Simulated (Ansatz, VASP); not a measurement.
Zr: VASP beside Ansatz

Contents of POSCAR:

```
Zr
1.0
    2.9803792394      0.0000000000      0.0000000000
    0.0000000000      2.9803792394      0.0000000000
    0.0000000000      0.0000000000      2.9803792394
Zr
1
Direct
    0.0000000000      0.0000000000      0.0000000000
```

The input INCAR.step1:

```
SYSTEM = Zr
  PREC = Accurate
  ENCUT = 550
  ISMEAR = -1
  SIGMA = 0.1
  LREAL = .False.
  LASPH = .True.
  NELM = 120
  NBANDS = 12
  GGA = PE
  ALGO = Normal
  EDIFF = 1E-5
  LWAVE = .True.
  LCHARG = .False.
  GGA_COMPAT = .False.
```

INCAR.step2

```
SYSTEM = Zr
  PREC = Accurate
  ENCUT = 550
  EDIFF = 1E-6
  ISMEAR = -1
  SIGMA = 0.1
  LREAL = .False.
  LASPH = .True.
  NELM = 120
  ALGO = Normal
  ISIF = 2
  LWAVE = .False.
  LCHARG = .True.
  METAGGA = R2SCAN
  LMIXTAU = .True.
  LELF = .True.
  LVHAR = .True.
  NBANDS = 12
  ISTART = 1
  GGA_COMPAT = .False.
```

KPOINTS

```
Automatic mesh
0
Gamma
  12 12 12
  0 0 0
```

Input for Ansatz:

```yaml
crystal:
  lattice:
    - [2.9803792394, 0.0, 0.0]
    - [0.0, 2.9803792394, 0.0]
    - [0.0, 0.0, 2.9803792394]
  atoms:
    - { symbol: Zr, position: [0.0, 0.0, 0.0] }
hamiltonian:
  xc: r2scan
  pseudopotentials:
    kind: paw
    azcp:
      Zr: "pseudopotentials/Zr.paw.azcp"
basis:
  ecutwfc: 500
  fft_grid_basis: typed
kpoints:
  mp_grid: { grid: [12, 12, 12], shift: [0, 0, 0] }
magnetization:
  spin_polarized: false
scf:
  occupations: { method: fermi_dirac, width: 0.1 }
  lower_state_search: "off"
output:
  stress: true
```

Alike in both runs: task single point; functional r2SCAN; k mesh 12 × 12 × 12; occupations fermi-dirac, width 0.1 eV; no spin polarisation.

```csv
,VASP,Ansatz
version,VASP 6.6.1,Ansatz 0.2.0
potentials or method,"VASP PAW PBE potentials, release 64 (Zr_sv), cutoff 550 eV","plane waves (500 eV) with PAW, scalar-relativistic"
valence electrons in the cell,12,12
```

|  | VASP | Ansatz | Ansatz less VASP |
| --- | --- | --- | --- |
| pressure (GPa) | -4.0 | -4.0 | -0.02 |

VASP's potentials were made for PBE, not for r2SCAN. With one functional, cell and mesh, what is left measures potentials, basis and numerics.
